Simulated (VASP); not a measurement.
# GePt in VASP: further runs

Runs on GePt. Level: PBE. Tasks: single point.

Program: VASP 6.6.1. These are calculated values, not measurements. Logs are shortened: lines on timing, memory, paths and dates and some standing lists are left out, and cuts for length are marked.

**1. The cell of the first run**

The structure is tetragonal, space group P4/mmm (No. 123). Conventional cell: a = 2.780 Å, b = 2.780 Å, c = 4.860 Å, α = 90.00°, β = 90.00°, γ = 90.00°. Within 3.2 Å of Ge (site symmetry 4/mmm) lie 2 Pt at 2.43 Å and 4 Ge at 2.78 Å. Pt (site symmetry 4/mmm) has 2 Ge at 2.43 Å and 4 Pt at 2.78 Å within 3.2 Å.

The cell was built from a structure type or drawn by symmetry, and may not be a known phase.

**2. Single point, PBE**

The input, INCAR:

```
SYSTEM = GePt
ALGO = Normal
EDIFF = 1E-6
ENCUT = 500
GGA = PE
GGA_COMPAT = .FALSE.
ISIF = 2
ISMEAR = 0
LASPH = .TRUE.
LCHARG = .FALSE.
LREAL = .FALSE.
LWAVE = .FALSE.
NBANDS = 19
NELM = 120
PREC = Accurate
SIGMA = 0.2
```

The input, KPOINTS:

```
k-points
0
G
  6 6 5
  0 0 0
```

The input, POSCAR:

```
GePt
1.0
    2.7800897119      0.0000000000      0.0000000000
    0.0000000000      2.7800897119      0.0000000000
    0.0000000000      0.0000000000      4.8600707007
Ge Pt
1 1
Direct
    0.0000000000      0.0000000000      0.9761792478
    0.0000000000      0.0000000000      0.4761752422
```

Potentials or basis: VASP PAW PBE potentials, release 64 (Ge_d, Pt).

On the command line:

```bash
> cat potpaw_PBE.64/Ge_d/POTCAR potpaw_PBE.64/Pt/POTCAR > POTCAR
> mpirun -np 1 vasp_std > vasp.out
```

OUTCAR:

```text
SYSTEM = GePt
   EDIFF = 1E-6
   ENCUT = 500
   GGA = PE
   ISIF = 2
   ISMEAR = 0
   LASPH = .TRUE.
   LREAL = .FALSE.
   NELM = 120
   PREC = Accurate

 ion  position               nearest neighbor table
   1  0.000  0.000  0.976-   2 2.43   2 2.43
   2  0.000  0.000  0.476-   1 2.43   1 2.43

  LATTYP: Found a simple tetragonal cell.
 ALAT       =     2.7800897119
 C/A-ratio  =     1.7481704565

  Lattice vectors:

 A1 = (   2.7800897119,   0.0000000000,   0.0000000000)
 A2 = (   0.0000000000,   2.7800897119,   0.0000000000)
 A3 = (   0.0000000000,   0.0000000000,   4.8600707007)

Analysis of symmetry for initial positions (statically):
=====================================================================
 Subroutine PRICEL returns:
 Original cell was already a primitive cell.

 Routine SETGRP: Setting up the symmetry group for a
 simple tetragonal supercell.

 Subroutine GETGRP returns: Found 16 space group operations
 (whereof  8 operations were pure point group operations)
 out of a pool of 16 trial point group operations.

The static configuration has the point symmetry C_4v.
 The point group associated with its full space group is D_4h.

Analysis of symmetry for dynamics (positions and initial velocities):
=====================================================================
 Subroutine PRICEL returns:
 Original cell was already a primitive cell.

 Routine SETGRP: Setting up the symmetry group for a
 simple tetragonal supercell.

 Subroutine GETGRP returns: Found 16 space group operations
 (whereof  8 operations were pure point group operations)
 out of a pool of 16 trial point group operations.

The dynamic configuration has the point symmetry C_4v.
 The point group associated with its full space group is D_4h.

 Subroutine INISYM returns: Found 16 space group operations
 (whereof  8 operations are pure point group operations),
 and found     1 'primitive' translations

----------------------------------------------------------------------------------------

                                     Primitive cell

  volume of cell :      37.5630

  direct lattice vectors                    reciprocal lattice vectors
     2.780089712  0.000000000  0.000000000     0.359700623  0.000000000  0.000000000
     0.000000000  2.780089712  0.000000000     0.000000000  0.359700623  0.000000000
     0.000000000  0.000000000  4.860070701     0.000000000  0.000000000  0.205758324

  length of vectors
     2.780089712  2.780089712  4.860070701     0.359700623  0.359700623  0.205758324

[... 72 lines left out ...]
   ISTART =      0    job   : 0-new  1-cont  2-samecut
   ICHARG =      2    charge: 1-file 2-atom 10-const
   ISPIN  =      1    spin polarized calculation?
   LNONCOLLINEAR =      F non collinear calculations
   LSORBIT =      F    spin-orbit coupling
   LASPH  =      T    aspherical Exc in radial PAW
   ENCUT  =  500.0 eV  36.75 Ry    6.06 a.u.   5.07  5.07  8.86*2*pi/ulx,y,z
   NELM   =    120;   NELMIN=  2; NELMDL= -5     # of ELM steps
   EDIFF  = 0.1E-05   stopping-criterion for ELM
   LREAL  =      F    real-space projection
   EDIFFG = 0.1E-04   stopping-criterion for IOM
   NSW    =      0    number of steps for IOM
   IBRION =     -1    ionic relax: 0-MD 1-quasi-New 2-CG
   NFREE  =      0    steps in history (QN), initial steepest desc. (CG)
   ISIF   =      2    stress and relaxation
   ISYM   =      2    0-nonsym 1-usesym 2-fastsym
   POTIM  = 0.5000    time-step for ionic-motion
   TEBEG  =    0.0;   TEEND  =   0.0 temperature during run
   PSTRESS=    0.0 pullay stress
   NELECT =      24.0000    total number of electrons
   NUPDOWN=      -1.0000    fix difference up-down
   EMIN   =  10.00;   EMAX   =-10.00  energy-range for DOS
   EFERMI =   0.00;   METHOD = LEGACY
   ISMEAR =     0;   SIGMA  =   0.20  broadening in eV -4-tet -1-fermi 0-gaus
   EFERMI_NEDOS =   21; number of points for ismear=-14 and -15
   IALGO  =     38    algorithm
   IMIX   =      4    mixing-type and parameters
     AMIX     =   0.40;   BMIX     =  1.00
     AMIX_MAG =   1.60;   BMIX_MAG =  1.00
  volume/ion in A,a.u.               =      18.78       126.74
  Fermi-wavevector in a.u.,A,eV,Ry     =   1.410020  2.664551 27.050498  1.988156
  Thomas-Fermi vector in A             =   2.532016
   LORBIT       =      0    0 simple, 1 ext, 2 COOP (PROOUT), +10 PAW based schemes
   GGA     = PE    functional components
   LHFCALC =     F    Hartree Fock is set to
   AEXX    =    0.0000 exact exchange contribution
   IVDW    =     0    specifies the selected vdW correction
   LEPSILON=     F    determine dielectric tensor
   LRPA    =     F    only Hartree local field effects (RPA)
 non-spin polarized calculation
 Gauss-broadening in eV      SIGMA  =   0.20
  energy-cutoff  :      500.00
  volume of cell :       37.56
 maximum number of plane-waves:       966
   NGX = 11   NGY = 11   NGZ = 17

 number of electron      24.0000031 magnetization

 Free energy of the ion-electron system (eV)
  ---------------------------------------------------
  ext. energy  EPLUGINS =         0.00000000
  ---------------------------------------------------
  free energy    TOTEN  =       -10.38812743 eV

  energy without entropy =      -10.35454441  energy(sigma->0) =      -10.37133592

 E-fermi :   7.0487     XC(G=0): -11.6022

 val. band max:        6.9106624969   @ k =   0.3333   0.0000   0.2000
 cond. band min:       7.0524294042   @ k =   0.0000   0.0000   0.0000
 fundamental gap:      0.1417669073
 Fermi energy:         7.0486568888

 k-point     1 :       0.0000    0.0000    0.0000
  band No.  band energies     occupation
      1     -17.7742      2.00000
      2     -17.6211      2.00000
      3     -17.5802      2.00000
      4     -17.5123      2.00000
      5     -17.5123      2.00000
      6      -4.8826      2.00000
[... 505 lines left out ...]
      6      -0.8549      2.00000
[... 11 lines left out ...]
     18      20.4856      0.00000
     19      21.9515      0.00000

 [... further k-points ...]
[... 5 lines left out ...]
  --------------------------------------------------------------------------------------
  -------------------------------------------------------------------------------------
  Total       -0.0498522     -0.0498522      0.0497393      0.0000000      0.0000000      0.0000000
  in kB       -2.1263483     -2.1263483      2.1215340      0.0000000      0.0000000      0.0000000
  external PRESSURE =      -0.7103876 kB  Pullay stress =       0.0000000 kB

 VOLUME and BASIS-vectors are now :
 -----------------------------------------------------------------------------
  energy-cutoff  :      500.00
  volume of cell :       37.56
      direct lattice vectors                 reciprocal lattice vectors
     2.780089712  0.000000000  0.000000000     0.359700623  0.000000000  0.000000000
     0.000000000  2.780089712  0.000000000     0.000000000  0.359700623  0.000000000
     0.000000000  0.000000000  4.860070701     0.000000000  0.000000000  0.205758324

 POSITION                                       TOTAL-FORCE (eV/Angst)
 -----------------------------------------------------------------------------------
      0.00000      0.00000      4.74430         0.000000     -0.000000      0.000000
      0.00000      0.00000      2.31425         0.000000      0.000000     -0.000000
 -----------------------------------------------------------------------------------
    total drift:                                0.000000      0.000000      0.000159

  FREE ENERGIE OF THE ION-ELECTRON SYSTEM (eV)
  ---------------------------------------------------
  free  energy   TOTEN  =       -10.3881274321 eV

  energy  without entropy=      -10.3545444083  energy(sigma->0) =      -10.37133592
```

stdout:

```text
POSCAR found type information on POSCAR GePt
 POSCAR found :  2 types and       2 ions
 scaLAPACK will be used
 LDA part: xc-table for (Slater+PW92), standard interpolation
 POSCAR, INCAR and KPOINTS ok, starting setup
 FFT: planning ... GRIDC
 FFT: planning ... GRID_SOFT
 FFT: planning ... GRID
 WAVECAR not read
 entering main loop
```

It took 10 s on 1 thread of Intel Xeon 6975P-C (Granite Rapids), shared host; peak memory 0.15 GiB.

Results:

| Property | Result |
| --- | --- |
| Free energy | -10.3881 eV |
| Pressure | -0.1 GPa |
| Band gap on the k mesh | zero (bands 12 and 13 overlap by 1.54 eV) |

Levels at points of the mesh, in eV from the Fermi level:
| k point | band 9 | band 10 | band 11 | band 12 | band 13 | band 14 | band 15 | band 16 |
| --- | --- | --- | --- | --- | --- | --- | --- | --- |
| (0.00, 0.00, 0.00) | -3.14 | -1.34 | -1.34 | -0.46 | 0.00 | 6.67 | 6.67 | 10.93 |
| (0.50, 0.00, 0.00) | -4.01 | -1.52 | -1.10 | -0.15 | 0.07 | 3.15 | 4.85 | 8.73 |
| (0.50, 0.50, 0.00) | -3.34 | -1.79 | -1.79 | 1.18 | 1.38 | 2.65 | 4.94 | 7.33 |

Caveat: the k points lie up to 0.38 Å⁻¹ apart, too coarse for converged energies and pressures of a metal; spin-orbit coupling is left out, which moves the levels of the heavy elements.

**3. Single point, PBE**

This run uses another cell than the first one, of 18.72 Å³/atom.

The input, INCAR:

```
ALGO = Normal
EDIFF = 1E-6
ENCUT = 500
GGA = PE
GGA_COMPAT = F
ISIF = 2
ISMEAR = 0
LASPH = T
LCHARG = T
LELF = T
LREAL = F
LVHAR = T
LWAVE = F
NBANDS = 19
NELM = 120
PREC = Accurate
SIGMA = 0.2
```

The input, KPOINTS:

```
k-points
0
Gamma
  6 6 6
```

The input, POSCAR:

```
GePt
1.0
    2.7745207411      0.0000000000      0.0000000000
    0.0000000000      2.7745207411      0.0000000000
    0.0000000000      0.0000000000      4.8633225245
Ge Pt
1 1
Direct
    0.5000000000      0.5000000000      0.8334763472
    0.5000000000      0.5000000000      0.3334743628
```

Potentials or basis: VASP PAW PBE potentials, release 64 (Ge_d, Pt).

On the command line:

```bash
> cat potpaw_PBE.64/Ge_d/POTCAR potpaw_PBE.64/Pt/POTCAR > POTCAR
> mpirun -np 1 vasp_std > vasp.out
```

Run time: 9.2 s. Hardware: 1 thread of Intel Xeon 6975P-C (Granite Rapids), shared host; peak memory 0.16 GiB.

It converged, with:

* Free energy: -10.3924 eV
* Pressure: 0.2 GPa
* Band gap on the k mesh: zero (bands 12 and 13 overlap by 1.59 eV)

Stress tensor (GPa, compression positive):
```
0.01 0.00 0.00
0.00 0.01 0.00
0.00 0.00 0.70
```

Levels at points of the mesh, in eV from the Fermi level:
```csv
k point,band 10,band 11,band 12,band 13,band 14,band 15
"(0.00, 0.00, 0.00)",-1.33,-1.33,-0.49,0.02,6.72,6.72
"(0.50, 0.00, 0.00)",-1.53,-1.08,-0.16,0.08,3.12,4.88
"(0.50, 0.50, 0.00)",-1.79,-1.79,1.21,1.40,2.66,4.94
"(0.00, 0.00, 0.50)",-1.49,-1.49,0.02,6.39,7.76,7.76
"(0.50, 0.00, 0.50)",-1.52,-1.20,-1.20,0.51,2.72,10.20
"(0.50, 0.50, 0.50)",-4.03,0.44,0.44,1.21,4.28,4.55
```

Caveat: the k points lie up to 0.38 Å⁻¹ apart, too coarse for converged energies and pressures of a metal; spin-orbit coupling is left out, which moves the levels of the heavy elements.

**4. Single point, PBE**

This run uses another cell than the first one, of 18.11 Å³/atom.

The input, INCAR:

```
SYSTEM = GePt
  PREC = Accurate
  ENCUT = 500
  EDIFF = 1E-6
  ISMEAR = 0
  SIGMA = 0.2
  LREAL = .FALSE.
  LASPH = .TRUE.
  NELM = 120
  ALGO = Normal
  ISIF = 2
  LWAVE = .FALSE.
  LCHARG = .TRUE.
  GGA = PE
  LELF = .TRUE.
  LVHAR = .TRUE.
  NBANDS = 19
  GGA_COMPAT = .FALSE.
```

The input, KPOINTS:

```
Automatic mesh
0
G
  8 5 5
  0 0 0
```

The input, POSCAR:

```
GePt
1.0
    2.7913840159      0.0000000000      0.0000000000
    0.0000000000      2.5497866677      2.5449533126
    0.0000000000     -2.5497866677      2.5449533126
Ge Pt
1 1
Direct
    0.5000000000      0.3493320037      0.3493320037
    0.5000000000      0.8494703363      0.8494703363
```

On the command line:

```bash
> cat potpaw_PBE.64/Ge_d/POTCAR potpaw_PBE.64/Pt/POTCAR > POTCAR
> mpirun -np 1 vasp_std > vasp.out
```

Wall time 11 s (1 thread of Intel Xeon 6975P-C (Granite Rapids), shared host); peak memory 0.16 GiB.

It converged, with:

```yaml
Free_energy: -10.8102 eV
Pressure: 0.0 GPa
Band_gap_on_the_k_mesh: zero (bands 12 and 13 overlap by 1.97 eV)
```

Forces on the atoms (eV/Å):
```
Ge   0.000  0.000  0.002
Pt   0.000  0.000 -0.002
```

Stress tensor (GPa, compression positive):
```
 0.12  0.00  0.00
 0.00 -0.17  0.00
 0.00  0.00  0.01
```

Levels at points of the mesh, in eV from the Fermi level:
| k point | band 8 | band 9 | band 10 | band 11 | band 12 | band 13 | band 14 | band 15 | band 16 | band 17 |
| --- | --- | --- | --- | --- | --- | --- | --- | --- | --- | --- |
| (0.00, 0.00, 0.00) | -3.98 | -2.82 | -1.02 | -1.02 | 0.31 | 0.33 | 2.62 | 6.97 | 9.89 | 13.10 |
| (0.50, 0.00, 0.00) | -3.29 | -3.14 | -3.13 | -2.49 | 1.17 | 2.99 | 3.01 | 6.25 | 8.15 | 9.99 |

Caveat: spin-orbit coupling is left out, which moves the levels of the heavy elements.

**5. Summary**

```csv
cell,k mesh,gap on the mesh (eV),pressure (GPa)
"a = 2.780, b = 2.780, c = 4.860 Å, 2 atoms, atomic positions A",6 × 6 × 5,none,-0.1
"a = 2.775, b = 2.775, c = 4.863 Å, 2 atoms, atomic positions A",6 × 6 × 6,none,0.2
"a = 2.791, b = 3.603, c = 3.603 Å, angles 90.1, 90.0, 90.0°, 2 atoms, atomic positions B",8 × 5 × 5,none,0.0
```

Alike in all rows: task single point; level PBE; potentials or basis VASP PAW PBE potentials, release 64 (Ge_d, Pt); no spin polarisation; cutoff (eV) 500; smearing gaussian 0.2 eV.

Caveats: some runs use coarse meshes; spin-orbit coupling is left out, which moves the levels of the heavy elements.

Absolute energies hang on the potentials; compare differences alone.
